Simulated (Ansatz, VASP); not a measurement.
**Hf in VASP and in Ansatz**

Contents of POSCAR:

```
Hf
1.0
    0.0000000000      2.2504147384      2.1603981488
    2.2504147384      0.0000000000      2.1603981488
    2.2504147384      2.2504147384      0.0000000000
Hf
1
Direct
    0.0000000000      0.0000000000      0.0000000000
```

File INCAR.step1:

```
SYSTEM = Hf
  PREC = Accurate
  ENCUT = 520
  ISMEAR = 0
  SIGMA = 0.15
  LREAL = .FALSE.
  LASPH = .TRUE.
  NELM = 80
  NBANDS = 11
  GGA = PE
  ALGO = Normal
  EDIFF = 1E-4
  LWAVE = .TRUE.
  LCHARG = .FALSE.
```

INCAR.step2

```
SYSTEM = Hf
  PREC = Accurate
  ENCUT = 520
  EDIFF = 1E-6
  ISMEAR = 0
  SIGMA = 0.15
  LREAL = .FALSE.
  LASPH = .TRUE.
  NELM = 80
  ALGO = Normal
  ISIF = 2
  LWAVE = .FALSE.
  LCHARG = .FALSE.
  METAGGA = R2SCAN
  LMIXTAU = .TRUE.
  NBANDS = 11
  ISTART = 1
```

KPOINTS

```
Automatic mesh
0
G
  20 20 20
  0 0 0
```

Input for Ansatz:

```yaml
crystal:
  lattice:
    - [0.0, 2.2504147384, 2.1603981488]
    - [2.2504147384, 0.0, 2.1603981488]
    - [2.2504147384, 2.2504147384, 0.0]
  atoms:
    - { symbol: Hf, position: [0.0, 0.0, 0.0] }
basis:
  ecutwfc: 500
kpoints:
  mp_grid: { grid: [20, 20, 20] }
hamiltonian:
  xc: r2scan
scf:
  occupations: { method: gaussian, width: 0.15 }
output:
  forces: true
  stress: true
  eigenvalues: true
```

Alike in both runs: task single point; functional r2SCAN; k mesh 20 × 20 × 20; occupations gaussian, width 0.15 eV; no spin polarisation.

|  | VASP | Ansatz |
| --- | --- | --- |
| version | VASP 6.6.1 | Ansatz 0.2.0 |
| potentials or method | VASP PAW PBE potentials, release 64 (Hf_pv), cutoff 520 eV | scalar-relativistic, plane waves, PAW |
| valence electrons in the cell | 10 | 26 |

```tsv
	VASP	Ansatz	Ansatz less VASP
gap on the k mesh at the Fermi level (eV)	none	none	-
pressure (GPa)	2.2	2.7	+0.50
traceless stress, the component that is largest in VASP (GPa)	1.42	1.42	-0.005
```

VASP's potentials were made for PBE, not for r2SCAN. A gap of «none» marks a metal or a gap that the smearing closes. VASP's potentials hold 10 valence electrons a cell and Ansatz's 26, so a difference there can come from the potentials and not from the codes.

Spin-orbit coupling is off throughout.
